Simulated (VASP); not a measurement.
# NiSb (P6_3/mmc) in VASP: notebook, part 2 of 2

VASP 6.6.1. Earlier steps stand in the parts before.

## 3. Single point, PBE, collinear spin, ferromagnetic start (11.29 Å³/atom)

This run uses another cell than the first one, of 11.29 Å³/atom.

File INCAR:

```
ALGO = Normal
EDIFF = 1E-7
ENCUT = 520
GGA = PE
ISIF = 2
ISMEAR = -1
ISPIN = 2
LASPH = T
LCHARG = F
LMAXMIX = 4
LORBIT = 11
LREAL = F
LWAVE = F
MAGMOM = 1.5 1.5 0 0
NBANDS = 27
NELM = 150
PREC = Accurate
SIGMA = 0.05
```

File KPOINTS:

```
k-points
0
Gamma
  10 10 7
```

File POSCAR:

```
NiSb
1.0
    3.4199476451      0.0000000000      0.0000000000
   -1.7099738226      2.9617615403      0.0000000000
    0.0000000000      0.0000000000      4.4577728979
Ni Sb
2 2
Direct
    0.0000000000      0.0000000000      0.0000000000
    0.0000000000      0.0000000000      0.5000000000
    0.3333333333      0.6666666667      0.2500000000
    0.6666666667      0.3333333333      0.7500000000
```

Potentials or basis: VASP PAW PBE potentials, release 64 (Ni, Sb).

On the command line:

```
$ cat potpaw_PBE.64/Ni/POTCAR potpaw_PBE.64/Sb/POTCAR > POTCAR
$ mpirun -np 1 vasp_std > vasp.out
```

OUTCAR:

```text
EDIFF = 1E-7
   ENCUT = 520
   GGA = PE
   ISIF = 2
   ISMEAR = -1
   ISPIN = 2
   LASPH = T
   LORBIT = 11
   LREAL = F
   NELM = 150
   PREC = Accurate

 ion  position               nearest neighbor table
   1  0.000  0.000  0.000-   2 2.23   2 2.23   4 2.27   3 2.27   4 2.27   3 2.27   4 2.27   3 2.27

   2  0.000  0.000  0.500-   1 2.23   1 2.23   4 2.27   3 2.27   4 2.27   3 2.27   4 2.27   3 2.27

   3  0.333  0.667  0.250-   1 2.27   2 2.27   1 2.27   2 2.27   1 2.27   2 2.27   4 2.98   4 2.98
                             4 2.98   4 2.98   4 2.98   4 2.98
   4  0.667  0.333  0.750-   1 2.27   2 2.27   1 2.27   2 2.27   1 2.27   2 2.27   3 2.98   3 2.98
                             3 2.98   3 2.98   3 2.98   3 2.98

  LATTYP: Found a hexagonal cell.
 ALAT       =     3.4199476451
 C/A-ratio  =     1.3034623218

  Lattice vectors:

 A1 = (   3.4199476451,   0.0000000000,   0.0000000000)
 A2 = (  -1.7099738226,   2.9617615403,   0.0000000000)
 A3 = (   0.0000000000,   0.0000000000,   4.4577728979)

Analysis of symmetry for initial positions (statically):
=====================================================================
 Subroutine PRICEL returns:
 Original cell was already a primitive cell.

 Routine SETGRP: Setting up the symmetry group for a
 hexagonal supercell.

 Subroutine GETGRP returns: Found 24 space group operations
 (whereof 12 operations were pure point group operations)
 out of a pool of 24 trial point group operations.

The static configuration has the point symmetry D_3d.
 The point group associated with its full space group is D_6h.

Analysis of symmetry for dynamics (positions and initial velocities):
=====================================================================
 Subroutine PRICEL returns:
 Original cell was already a primitive cell.

[... 173 lines left out ...]
  free energy    TOTEN  =       -12.65111096 eV

  energy without entropy =      -12.64076230  energy(sigma->0) =      -12.64593663

 E-fermi :  17.8649     XC(G=0): -13.7357

 val. band max:       17.8522082454   @ k =   0.4000   0.2000   0.1429
 cond. band min:      17.8672928790   @ k =   0.1000   0.0000   0.1429
 fundamental gap:      0.0150846336
 Fermi energy:        17.8649149035

 spin component 1

 k-point     1 :       0.0000    0.0000    0.0000
  band No.  band energies     occupation
      1       0.4048      1.00000
      2       8.1580      1.00000
      3       8.2312      1.00000
      4      11.0555      1.00000
      5      11.0555      1.00000
      6      11.8572      1.00000
[... 709 lines left out ...]
     26      33.2556      0.00000
     27      33.4866      0.00000

 [... further k-points ...]

 spin component 2

 k-point     1 :       0.0000    0.0000    0.0000
  band No.  band energies     occupation
      1       0.4048      1.00000
      2       8.1580      1.00000
      3       8.2312      1.00000
      4      11.0555      1.00000
      5      11.0555      1.00000
      6      11.8572      1.00000
[... 709 lines left out ...]
     26      33.2556      0.00000
     27      33.4866      0.00000

 [... further k-points ...]

------------------------ aborting loop because EDIFF is reached ----------------------------------------

  FORCE on cell =-STRESS in cart. coord.  units (eV):
  Direction    XX          YY          ZZ          XY          YZ          ZX
  --------------------------------------------------------------------------------------
  -------------------------------------------------------------------------------------
  Total       42.3753341     42.3753341     41.8734983     -0.0000000      0.0000000     -0.0000000
  in kB     1503.6135523   1503.6135523   1485.8067991     -0.0000000      0.0000000     -0.0000000
  external PRESSURE =    1497.6779679 kB  Pullay stress =       0.0000000 kB

 VOLUME and BASIS-vectors are now :
 -----------------------------------------------------------------------------
  energy-cutoff  :      520.00
  volume of cell :       45.15
      direct lattice vectors                 reciprocal lattice vectors
     3.419947645  0.000000000  0.000000000     0.292402137  0.168818453  0.000000000
    -1.709973823  2.961761540  0.000000000     0.000000000  0.337636905  0.000000000
     0.000000000  0.000000000  4.457772898     0.000000000  0.000000000  0.224327265

 POSITION                                       TOTAL-FORCE (eV/Angst)
 -----------------------------------------------------------------------------------
      0.00000      0.00000      0.00000         0.000000      0.000000      0.000000
      0.00000      0.00000      2.22889         0.000000      0.000000      0.000000
     -0.00000      1.97451      1.11444        -0.000000      0.000000      0.000000
      1.70997      0.98725      3.34333         0.000000     -0.000000     -0.000000
 -----------------------------------------------------------------------------------
    total drift:                               -0.000000      0.000000      0.000000

  FREE ENERGIE OF THE ION-ELECTRON SYSTEM (eV)
  ---------------------------------------------------
  free  energy   TOTEN  =       -12.6511109610 eV

  energy  without entropy=      -12.6407622973  energy(sigma->0) =      -12.64593663

 total charge

# of ion       s       p       d       tot
------------------------------------------
    1        0.662   1.029   8.860  10.550
    2        0.662   1.029   8.860  10.550
    3        1.120   1.593   0.205   2.917
    4        1.120   1.593   0.205   2.917
--------------------------------------------------
tot          3.562   5.243  18.129  26.934

 magnetization (x)

# of ion       s       p       d       tot
------------------------------------------
    1       -0.000  -0.000  -0.000  -0.000
    2       -0.000  -0.000  -0.000  -0.000
    3        0.000   0.000   0.000   0.000
    4        0.000   0.000   0.000   0.000
--------------------------------------------------
tot         -0.000   0.000  -0.000  -0.000
```

OSZICAR:

```text
N       E                     dE             d eps       ncg     rms          rms(c)
DAV:   1     0.206773343224E+03    0.20677E+03   -0.11840E+04  6152   0.125E+03
DAV:   2     0.595185962841E+00   -0.20618E+03   -0.19265E+03  6119   0.286E+02
DAV:   3    -0.130371722905E+02   -0.13632E+02   -0.13323E+02  7277   0.845E+01
DAV:   4    -0.133276685735E+02   -0.29050E+00   -0.29011E+00  6902   0.119E+01
DAV:   5    -0.133361945117E+02   -0.85259E-02   -0.85250E-02  7522   0.207E+00    0.236E+01
DAV:   6    -0.136981073407E+02   -0.36191E+00   -0.66815E+00  7391   0.505E+01    0.110E+01
DAV:   7    -0.129383702411E+02    0.75974E+00   -0.40803E+00  7377   0.434E+01    0.891E+00
DAV:   8    -0.126545518039E+02    0.28382E+00   -0.42102E-01  7510   0.126E+01    0.192E+00
DAV:   9    -0.126514755649E+02    0.30762E-02   -0.42262E-02  7672   0.149E+00    0.561E-01
DAV:  10    -0.126511959492E+02    0.27962E-03   -0.15298E-03  8411   0.493E-01    0.196E-01
DAV:  11    -0.126511280407E+02    0.67908E-04   -0.22377E-04  7428   0.110E-01    0.875E-02
DAV:  12    -0.126511161657E+02    0.11875E-04   -0.69153E-05  7379   0.849E-02    0.329E-02
DAV:  13    -0.126511150326E+02    0.11332E-05   -0.96384E-06  7745   0.391E-02    0.955E-03
DAV:  14    -0.126511129506E+02    0.20819E-05   -0.72350E-07  8022   0.808E-03    0.479E-03
DAV:  15    -0.126511116284E+02    0.13222E-05   -0.15884E-07  5573   0.552E-03    0.207E-03
DAV:  16    -0.126511110931E+02    0.53535E-06   -0.56154E-08  3643   0.238E-03    0.653E-04
DAV:  17    -0.126511109866E+02    0.10653E-06   -0.15447E-08  3519   0.978E-04    0.332E-04
DAV:  18    -0.126511109610E+02    0.25563E-07   -0.32561E-09  3462   0.463E-04
   1 F= -.12651111E+02 E0= -.12645937E+02  d E =-.103487E-01  mag=     0.0000
```

Run time: 4.2 min. Hardware: 1 thread of AMD EPYC 7R13, shared host; peak memory 0.23 GiB.

Results:

- Free energy: -12.6511 eV
- Pressure: 149.8 GPa
- Band gap on the k mesh: zero (filled and empty bands overlap)
- Net moment: 0.00 μB per cell
- Valence electrons inside the program's atomic spheres: Ni 10.55; Sb 2.92

Stress tensor (GPa, compression positive):
```
150.36   0.00   0.00
  0.00 150.36   0.00
  0.00   0.00 148.58
```

Levels at points of the mesh, in eV from the Fermi level:
Spin up:
| k point | band 11 | band 12 | band 13 | band 14 | band 15 | band 16 | band 17 | band 18 | band 19 | band 20 |
| --- | --- | --- | --- | --- | --- | --- | --- | --- | --- | --- |
| (0.00, 0.00, 0.00) | -2.74 | -2.74 | -0.26 | 0.94 | 0.94 | 3.36 | 3.70 | 3.70 | 6.26 | 7.42 |
| (0.50, 0.00, 0.00) | -4.18 | -3.69 | -3.07 | -2.86 | -2.68 | 0.70 | 1.64 | 3.54 | 5.96 | 6.28 |
Spin down:
| k point | band 12 | band 13 | band 14 | band 15 | band 16 | band 17 | band 18 | band 19 |
| --- | --- | --- | --- | --- | --- | --- | --- | --- |
| (0.00, 0.00, 0.00) | -2.74 | -0.26 | 0.94 | 0.94 | 3.36 | 3.70 | 3.70 | 6.26 |
| (0.50, 0.00, 0.00) | -3.69 | -3.07 | -2.86 | -2.68 | 0.70 | 1.64 | 3.54 | 5.96 |

Caveat: the cell stands under pressure; the moments typed at the start vanished in this run; spin-orbit coupling is left out, which moves the levels of the heavy elements.
